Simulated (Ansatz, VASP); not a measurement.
# Os: VASP beside Ansatz

Contents of INCAR:

```
PREC = Accurate
ENCUT = 560
EDIFF = 1E-6
ISMEAR = -1
SIGMA = 0.1
LREAL = False
LASPH = True
NELM = 120
ALGO = Normal
ISIF = 2
LWAVE = False
LCHARG = True
GGA = RE
LELF = True
LVHAR = True
NBANDS = 23
GGA_COMPAT = False
```

KPOINTS

```
regular mesh
0
Gamma
  11 11 11
```

File POSCAR:

```
Os
1.0
    0.0000000000      2.7491805790      2.7491805790
    2.7491805790      0.0000000000      2.7491805790
    2.7491805790      2.7491805790      0.0000000000
Os
2
Direct
    0.1250000000      0.1250000000      0.1250000000
    0.8750000000      0.8750000000      0.8750000000
```

Input for Ansatz:

```yaml
crystal:
  lattice:
    - [0.0, 2.749180579, 2.749180579]
    - [2.749180579, 0.0, 2.749180579]
    - [2.749180579, 2.749180579, 0.0]
  atoms:
    - { symbol: Os, position: [0.125, 0.125, 0.125] }
    - { symbol: Os, position: [0.875, 0.875, 0.875] }
hamiltonian:
  xc: revpbe
  pseudopotentials:
    kind: paw
    azcp:
      Os: "pseudopotentials/Os.paw.azcp"
basis:
  ecutwfc: 420
  fft_grid_basis: typed
kpoints:
  mp_grid: { grid: [11, 11, 11], shift: [0, 0, 0] }
magnetization:
  spin_polarized: false
scf:
  occupations: { method: fermi_dirac, width: 0.1 }
  lower_state_search: "off"
output:
  stress: true
```

Alike in both runs: task single point; functional revPBE; k mesh 11 × 11 × 11; occupations fermi-dirac, width 0.1 eV; no spin polarisation.

```csv
,VASP,Ansatz
version,VASP 6.6.1,Ansatz 0.2.0
potentials or method,"VASP PAW PBE potentials, release 64 (Os_sv_GW), cutoff 560 eV","plane waves (420 eV) with PAW, scalar-relativistic"
valence electrons in the cell,32,32
```

```csv
,VASP,Ansatz,Ansatz less VASP
pressure (GPa),8.2,8.9,+0.68
```

VASP's potentials were made for PBE, not for revPBE. With one functional, cell and mesh, what is left measures potentials, basis and numerics.

Neither program's run includes spin-orbit coupling.
